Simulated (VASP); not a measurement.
# Sb (Pm-3m) in VASP: a series of runs

The runs below take Sb through single point, with PBEsol.

Program: VASP 6.6.1. These are calculated values, not measurements. Logs are shortened: lines on timing, memory, paths and dates and some standing lists are left out, and cuts for length are marked.

## 1. The cell of the first run

The structure is cubic, space group Pm-3m (No. 221). The conventional cell has a = 3.003 Å, b = 3.003 Å, c = 3.003 Å, α = 90.00°, β = 90.00°, γ = 90.00°. Sb (site symmetry m-3m) has 6 Sb at 3.00 Å within 4.0 Å.

## 2. Single point, PBEsol

Contents of INCAR:

```
SYSTEM = Sb
PREC = Accurate
ENCUT = 520
EDIFF = 1E-7
ISMEAR = 0
SIGMA = 0.1
LREAL = .False.
LASPH = .True.
NELM = 100
ALGO = Normal
ISIF = 2
LWAVE = .False.
LCHARG = .True.
GGA = PS
LELF = .True.
LVHAR = .True.
NBANDS = 8
```

Contents of KPOINTS:

```
Automatic mesh
0
Gamma
  14 14 14
  0 0 0
```

Contents of POSCAR:

```
Sb
1.0
    3.0029671905      0.0000000000      0.0000000000
    0.0000000000      3.0029671905      0.0000000000
    0.0000000000      0.0000000000      3.0029671905
Sb
1
Direct
    0.0000000000      0.0000000000      0.0000000000
```

Potentials or basis: VASP PAW PBE potentials, release 64 (Sb).

The run is started by

```
cat potpaw_PBE.64/Sb/POTCAR > POTCAR
mpirun -np 1 vasp_std > vasp.out
```

OUTCAR:

```text
SYSTEM = Sb
   PREC = Accurate
   ENCUT = 520
   EDIFF = 1E-7
   ISMEAR = 0
   LREAL = .False.
   LASPH = .True.
   NELM = 100
   ISIF = 2
   GGA = PS

 ion  position               nearest neighbor table
   1  0.000  0.000  0.000-

  LATTYP: Found a simple cubic cell.
 ALAT       =     3.0029671905

  Lattice vectors:

 A1 = (   3.0029671905,   0.0000000000,   0.0000000000)
 A2 = (   0.0000000000,   3.0029671905,   0.0000000000)
 A3 = (   0.0000000000,   0.0000000000,   3.0029671905)

Analysis of symmetry for initial positions (statically):
=====================================================================
 Subroutine PRICEL returns:
 Original cell was already a primitive cell.

 Routine SETGRP: Setting up the symmetry group for a
 simple cubic supercell.

 Subroutine GETGRP returns: Found 48 space group operations
 (whereof 48 operations were pure point group operations)
 out of a pool of 48 trial point group operations.

The static configuration has the point symmetry O_h .

Analysis of symmetry for dynamics (positions and initial velocities):
=====================================================================
 Subroutine PRICEL returns:
 Original cell was already a primitive cell.

 Routine SETGRP: Setting up the symmetry group for a
 simple cubic supercell.

 Subroutine GETGRP returns: Found 48 space group operations
 (whereof 48 operations were pure point group operations)
 out of a pool of 48 trial point group operations.

The dynamic configuration has the point symmetry O_h .

 Subroutine INISYM returns: Found 48 space group operations
 (whereof 48 operations are pure point group operations),
 and found     1 'primitive' translations

----------------------------------------------------------------------------------------

                                     Primitive cell

  volume of cell :      27.0802

  direct lattice vectors                    reciprocal lattice vectors
     3.002967191  0.000000000  0.000000000     0.333003971  0.000000000  0.000000000
     0.000000000  3.002967191  0.000000000     0.000000000  0.333003971  0.000000000
     0.000000000  0.000000000  3.002967191     0.000000000  0.000000000  0.333003971

  length of vectors
     3.002967191  3.002967191  3.002967191     0.333003971  0.333003971  0.333003971

  position of ions in fractional coordinates (direct lattice)
     0.000000000  0.000000000  0.000000000

  ion indices of the primitive-cell ions
   primitive index   ion index
                 1           1

----------------------------------------------------------------------------------------

 KPOINTS: Automatic mesh

Automatic generation of k-mesh.
 Grid dimensions read from file:
 generate k-points for:   14   14   14

 Generating k-lattice:

  Cartesian coordinates                     Fractional coordinates (reciprocal lattice)
     0.023785998  0.000000000  0.000000000     0.071428571  0.000000000  0.000000000
     0.000000000  0.023785998  0.000000000     0.000000000  0.071428571  0.000000000
     0.000000000  0.000000000  0.023785998     0.000000000  0.000000000  0.071428571

  Length of vectors
     0.023785998  0.023785998  0.023785998

  Shift w.r.t. Gamma in fractional coordinates (k-lattice)
     0.000000000  0.000000000  0.000000000

 Subroutine IBZKPT returns following result:
 ===========================================

 Found    120 irreducible k-points:

 Following reciprocal coordinates:
            Coordinates               Weight
  0.000000  0.000000  0.000000      1.000000
  0.071429  0.000000  0.000000      6.000000
  0.142857  0.000000  0.000000      6.000000
  0.214286  0.000000  0.000000      6.000000
  0.285714  0.000000  0.000000      6.000000
  0.357143  0.000000  0.000000      6.000000
[... 16 lines left out ...]
  0.285714  0.214286  0.000000     24.000000
  0.357143  0.214286  0.000000     24.000000
 [... further k-points ...]
   k-points           NKPTS =    120   k-points in BZ     NKDIM =    120   number of bands    NBANDS=      8
   number of dos      NEDOS =    301   number of ions     NIONS =      1
   total plane-waves  NPLWV =  13824
   dimension x,y,z NGX =    24 NGY =   24 NGZ =   24
   dimension x,y,z NGXF=    48 NGYF=   48 NGZF=   48
   ions per type =               1
   NGX,Y,Z   is equivalent  to a cutoff of  13.29, 13.29, 13.29 a.u.
   NGXF,Y,Z  is equivalent  to a cutoff of  26.57, 26.57, 26.57 a.u.
 SYSTEM =  Sb
   PREC   = accura    normal or accurate (medium, high low for compatibility)
   ISTART =      0    job   : 0-new  1-cont  2-samecut
   ICHARG =      2    charge: 1-file 2-atom 10-const
   ISPIN  =      1    spin polarized calculation?
   LNONCOLLINEAR =      F non collinear calculations
   LSORBIT =      F    spin-orbit coupling
   LASPH  =      T    aspherical Exc in radial PAW
   ENCUT  =  520.0 eV  38.22 Ry    6.18 a.u.   5.58  5.58  5.58*2*pi/ulx,y,z
   NELM   =    100;   NELMIN=  2; NELMDL= -5     # of ELM steps
   EDIFF  = 0.1E-06   stopping-criterion for ELM
   LREAL  =      F    real-space projection
   EDIFFG = 0.1E-05   stopping-criterion for IOM
   NSW    =      0    number of steps for IOM
   IBRION =     -1    ionic relax: 0-MD 1-quasi-New 2-CG
   NFREE  =      0    steps in history (QN), initial steepest desc. (CG)
   ISIF   =      2    stress and relaxation
   ISYM   =      2    0-nonsym 1-usesym 2-fastsym
   POTIM  = 0.5000    time-step for ionic-motion
   TEBEG  =    0.0;   TEEND  =   0.0 temperature during run
   PSTRESS=    0.0 pullay stress
   NELECT =       5.0000    total number of electrons
   NUPDOWN=      -1.0000    fix difference up-down
   EMIN   =  10.00;   EMAX   =-10.00  energy-range for DOS
   EFERMI =   0.00;   METHOD = LEGACY
   ISMEAR =     0;   SIGMA  =   0.10  broadening in eV -4-tet -1-fermi 0-gaus
   EFERMI_NEDOS =   21; number of points for ismear=-14 and -15
   IALGO  =     38    algorithm
   IMIX   =      4    mixing-type and parameters
     AMIX     =   0.40;   BMIX     =  1.00
     AMIX_MAG =   1.60;   BMIX_MAG =  1.00
  volume/ion in A,a.u.               =      27.08       182.75
  Fermi-wavevector in a.u.,A,eV,Ry     =   0.932211  1.761623 11.823700  0.869017
  Thomas-Fermi vector in A             =   2.058785
   LORBIT       =      0    0 simple, 1 ext, 2 COOP (PROOUT), +10 PAW based schemes
   GGA     = PS    functional components
   LHFCALC =     F    Hartree Fock is set to
   AEXX    =    0.0000 exact exchange contribution
   IVDW    =     0    specifies the selected vdW correction
   LEPSILON=     F    determine dielectric tensor
   LRPA    =     F    only Hartree local field effects (RPA)
 non-spin polarized calculation
 Gauss-broadening in eV      SIGMA  =   0.10
  energy-cutoff  :      520.00
  volume of cell :       27.08
 maximum number of plane-waves:       742
 NGX is ok and might be reduce to    24
   NGX = 11   NGY = 11   NGZ = 11

 number of electron       5.0000001 magnetization

 Free energy of the ion-electron system (eV)
  ---------------------------------------------------
  ext. energy  EPLUGINS =         0.00000000
  ---------------------------------------------------
  free energy    TOTEN  =        -4.51658627 eV

  energy without entropy =       -4.51315445  energy(sigma->0) =       -4.51487036

 E-fermi :   8.2243     XC(G=0): -10.1658

 val. band max:        8.2027324182   @ k =   0.4286   0.3571   0.3571
 cond. band min:       8.2468681827   @ k =   0.2857   0.2143   0.0714
 fundamental gap:      0.0441357645
 Fermi energy:         8.2242697460

 k-point     1 :       0.0000    0.0000    0.0000
  band No.  band energies     occupation
      1      -4.9302      2.00000
      2      11.7643      0.00000
      3      11.7643      0.00000
      4      11.7643      0.00000
      5      15.3151      0.00000
      6      15.3151      0.00000
      7      17.0044      0.00000
      8      26.5364      0.00000

 k-point     2 :       0.0714    0.0000    0.0000
  band No.  band energies     occupation
      1      -4.8484      2.00000
      2      10.7032      0.00000
      3      11.8476      0.00000
      4      11.8476      0.00000
      5      15.3765      0.00000
      6      15.9813      0.00000
      7      17.5583      0.00000
      8      25.8269      0.00000

 k-point     3 :       0.1429    0.0000    0.0000
  band No.  band energies     occupation
      1      -4.6047      2.00000
      2       8.8286      0.00000
      3      12.0916      0.00000
      4      12.0916      0.00000
      5      15.5603      0.00000
      6      16.5105      0.00000
      7      19.3682      0.00000
      8      24.6163      0.00000

 k-point     4 :       0.2143    0.0000    0.0000
  band No.  band energies     occupation
      1      -4.2051      2.00000
      2       6.9171      2.00000
      3      12.4778      0.00000
      4      12.4778      0.00000
      5      15.8641      0.00000
      6      16.9076      0.00000
      7      21.5865      0.00000
      8      23.3449      0.00000

 k-point     5 :       0.2857    0.0000    0.0000
  band No.  band energies     occupation
      1      -3.6661      2.00000
      2       5.1422      2.00000
      3      12.9688      0.00000
      4      12.9688      0.00000
      5      16.2815      0.00000
      6      17.3832      0.00000
      7      22.1293      0.00000
      8      22.1294      0.00000
[... 177 lines left out ...]
 k-point    22 :       0.2143    0.2143    0.0000
  band No.  band energies     occupation
      1      -3.4790      2.00000
      2       7.3607      2.00000
      3       7.8951      2.00000
      4      13.1989      0.00000
      5      16.8415      0.00000
      6      18.3510      0.00000
      7      21.4841      0.00000
      8      22.7639      0.00000

 k-point    23 :       0.2857    0.2143    0.0000
  band No.  band energies     occupation
      1      -2.9385      2.00000
      2       5.8137      2.00000
      3       8.1706      1.55215
      4      13.6961      0.00000
      5      16.5241      0.00000
      6      17.6527      0.00000
      7      22.1544      0.00000
      8      22.6338      0.00000

 k-point    24 :       0.3571    0.2143    0.0000
  band No.  band energies     occupation
      1      -2.3001      2.00000
      2       4.2822      2.00000
      3       8.7251      0.00000
      4      14.2311      0.00000
      5      15.3672      0.00000
      6      18.0967      0.00000
      7      21.5885      0.00000
      8      21.6832      0.00000

 [... further k-points ...]

------------------------ aborting loop because EDIFF is reached ----------------------------------------

  FORCE on cell =-STRESS in cart. coord.  units (eV):
  Direction    XX          YY          ZZ          XY          YZ          ZX
  --------------------------------------------------------------------------------------
  -------------------------------------------------------------------------------------
  Total        0.7093399      0.7093399      0.7093399     -0.0000000     -0.0000000      0.0000000
  in kB       41.9675127     41.9675127     41.9675127     -0.0000000     -0.0000000      0.0000000
  external PRESSURE =      41.9675127 kB  Pullay stress =       0.0000000 kB

 VOLUME and BASIS-vectors are now :
 -----------------------------------------------------------------------------
  energy-cutoff  :      520.00
  volume of cell :       27.08
      direct lattice vectors                 reciprocal lattice vectors
     3.002967191  0.000000000  0.000000000     0.333003971  0.000000000  0.000000000
     0.000000000  3.002967191  0.000000000     0.000000000  0.333003971  0.000000000
     0.000000000  0.000000000  3.002967191     0.000000000  0.000000000  0.333003971

 POSITION                                       TOTAL-FORCE (eV/Angst)
 -----------------------------------------------------------------------------------
      0.00000      0.00000      0.00000         0.000000      0.000000      0.000000
 -----------------------------------------------------------------------------------
    total drift:                               -0.000000      0.000000      0.000000

  FREE ENERGIE OF THE ION-ELECTRON SYSTEM (eV)
  ---------------------------------------------------
  free  energy   TOTEN  =        -4.5165862676 eV

  energy  without entropy=       -4.5131544460  energy(sigma->0) =       -4.51487036
```

It took 23 s on 1 thread of Intel Xeon 8259CL, shared host; peak memory 0.15 GiB.

What came out:

| Property | Result |
| --- | --- |
| Free energy | -4.5166 eV |
| Pressure | 4.2 GPa |

Caveat: the PAW data sets were made with another functional, which shifts forces and pressure a little; spin-orbit coupling is left out, which moves the levels of the heavy elements.

## 3. Single point, PBEsol

This run uses another cell than the first one, of 20.13 Å³/atom, 0.744 times its volume.

Contents of INCAR:

```
SYSTEM = Sb
PREC = Accurate ; ENCUT = 520
EDIFF = 1E-7 ; ISMEAR = 0
SIGMA = 0.1 ; LREAL = .False.
LASPH = .True. ; NELM = 100
ALGO = Normal ; ISIF = 2
LWAVE = .False. ; LCHARG = .False.
GGA = PS ; NBANDS = 8
```

Contents of KPOINTS:

```
regular mesh
0
Gamma
  16 16 16
  0 0 0
```

Contents of POSCAR:

```
Sb
1.0
    2.7205095270      0.0000000000      0.0000000000
    0.0000000000      2.7205095270      0.0000000000
    0.0000000000      0.0000000000      2.7205095270
Sb
1
Direct
    0.0000000000      0.0000000000      0.0000000000
```

Potentials or basis: VASP PAW PBE potentials, release 64 (Sb).

The run is started by

```
cat potpaw_PBE.64/Sb/POTCAR > POTCAR
mpirun -np 1 vasp_std > vasp.out
```

It took 27 s on 1 thread of Intel Xeon 8259CL, shared host; peak memory 0.14 GiB.

The run converged. Its results:

```yaml
Free_energy: -3.5535 eV
Pressure: 51.6 GPa
```

Levels at points of the mesh, in eV from the Fermi level:
```csv
k point,band 1,band 2,band 3,band 4,band 5,band 6,band 7,band 8
"(0.00, 0.00, 0.00)",-16.40,4.00,4.00,4.00,7.30,7.30,10.56,19.63
"(0.50, 0.00, 0.00)",-12.18,-9.06,7.66,7.66,10.22,11.04,11.19,12.48
"(0.50, 0.50, 0.00)",-7.46,-5.84,-5.84,0.23,12.02,13.98,13.98,14.91
"(0.50, 0.50, 0.50)",-2.69,-2.69,-2.69,-1.62,4.00,4.00,4.00,5.20
```

Caveat: the PAW data sets were made with another functional, which shifts forces and pressure a little; spin-orbit coupling is left out, which moves the levels of the heavy elements.
